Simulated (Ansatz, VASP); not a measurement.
**BN: VASP beside Ansatz**

```
B N
1.0
     4.88009    0.00000    0.00000
     0.00000    2.59146    0.00000
     0.00000    0.00000    4.29205
B N
4 4
Direct
  0.65959 0.75000 0.09290
  0.84041 0.25000 0.59290
  0.15959 0.75000 0.40710
  0.34041 0.25000 0.90710
  0.82113 0.75000 0.39351
  0.17887 0.25000 0.60649
  0.67887 0.25000 0.89351
  0.32113 0.75000 0.10649
```

Alike in both runs: task single point; functional PBEsol; k mesh 4 × 8 × 6; no spin polarisation.

|  | VASP | Ansatz |
| --- | --- | --- |
| version | VASP 6.6.1 | Ansatz 0.2.0 |
| potentials or method | VASP PAW PBE potentials, release 64 (B, N) | plane waves, PAW |
| plane-wave cutoff (eV) | 520 | 420 |
| occupations | gaussian, width 0.01 eV | fixed |
| valence electrons in the cell | 32 | 32 |

Ansatz gave:

* gap on the k mesh at the Fermi level (eV): 5.63

**Question.** Which values does VASP return?

**Answer.** gap on the k mesh at the Fermi level (eV): 5.62.

VASP's potentials were made for PBE, not for PBEsol.
